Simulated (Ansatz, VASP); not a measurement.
## Tl: VASP beside Ansatz

```
Tl
1.0
     3.46000    0.00000    0.00000
    -1.73000    2.99645    0.00000
     0.00000    0.00000    5.53254
Tl
2
Direct
  0.33333 0.66667 0.75000
  0.66667 0.33333 0.25000
```

Alike in both runs: task relaxation of cell and atoms; functional PBEsol; k mesh 12 × 12 × 6; occupations gaussian, width 0.05 eV; no spin polarisation.

```csv
,VASP,Ansatz
version,VASP 6.6.1,Ansatz 0.2.0
potentials or method,"VASP PAW PBE potentials, release 64 (Tl_d), cutoff 600 eV","scalar-relativistic, plane waves, PAW"
valence electrons in the cell,26,26
```

Ansatz gave:

- gap on the k mesh at the Fermi level, each at its own relaxed structure (eV): none
- relaxed volume (Å³/atom): 28.74
- relaxed cell length with the largest relative difference (Å): 3.481

Q: What did VASP give for the same quantities?

A: gap on the k mesh at the Fermi level, each at its own relaxed structure (eV): none; relaxed volume (Å³/atom): 28.71; relaxed cell length with the largest relative difference (Å): 3.479.

VASP's potentials were made for PBE, not for PBEsol. A gap of «none» marks a metal or a gap that the smearing closes.

Spin-orbit coupling is off throughout.
